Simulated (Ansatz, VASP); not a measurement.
## CdSe in VASP and in Ansatz

File INCAR:

```
ALGO = Normal ; EDIFF = 1E-6
ENCUT = 520 ; GGA = PE
ISIF = 2 ; ISMEAR = 0
LASPH = T ; LCHARG = T
LELF = T ; LREAL = F
LVHAR = T ; LWAVE = F
NBANDS = 16 ; NELM = 60
PREC = Accurate ; SIGMA = 0.01
```

The input KPOINTS:

```
k-points
0
Gamma
  6 6 6
```

The input POSCAR:

```
CdSe
1.0
    0.0000000000      3.0702700000      3.0702700000
    3.0702700000      0.0000000000      3.0702700000
    3.0702700000      3.0702700000      0.0000000000
Cd Se
1 1
Direct
    0.0000000000      0.0000000000      0.0000000000
    0.7540713032      0.7459286968      0.7540713032
```

Input for Ansatz:

```yaml
crystal:
  lattice:
    - [0.0, 3.07027, 3.07027]
    - [3.07027, 0.0, 3.07027]
    - [3.07027, 3.07027, 0.0]
  atoms:
    - { symbol: Cd, position: [0.0, 0.0, 0.0] }
    - { symbol: Se, position: [0.7540713031752907, 0.7459286968247091, 0.7540713031752907] }
basis:
  ecutwfc: 462.593566181796
kpoints:
  mp_grid:
    grid: [6, 6, 6]
    shift: [0.0, 0.0, 0.0]
hamiltonian:
  xc: pbe
scf:
  occupations:
    method: fixed
output:
  forces: true
```

Alike in both runs: task single point; functional PBE; k mesh 6 × 6 × 6; no spin polarisation.

|  | VASP | Ansatz |
| --- | --- | --- |
| version | VASP 6.6.1 | Ansatz 0.2.0 |
| potentials or method | VASP PAW PBE potentials, release 64 (Cd, Se), cutoff 520 eV | plane waves, PAW |
| occupations | gaussian, width 0.01 eV | fixed |
| valence electrons in the cell | 18 | 36 |

```tsv
	VASP	Ansatz	Ansatz less VASP
rms of the force components (eV/Å)	0.067	0.065	-0.0019
```

Atom by atom the forces differ by 0.002 eV/Å (rms over components). VASP's potentials hold 18 valence electrons a cell and Ansatz's 36, so a difference there can come from the potentials and not from the codes.
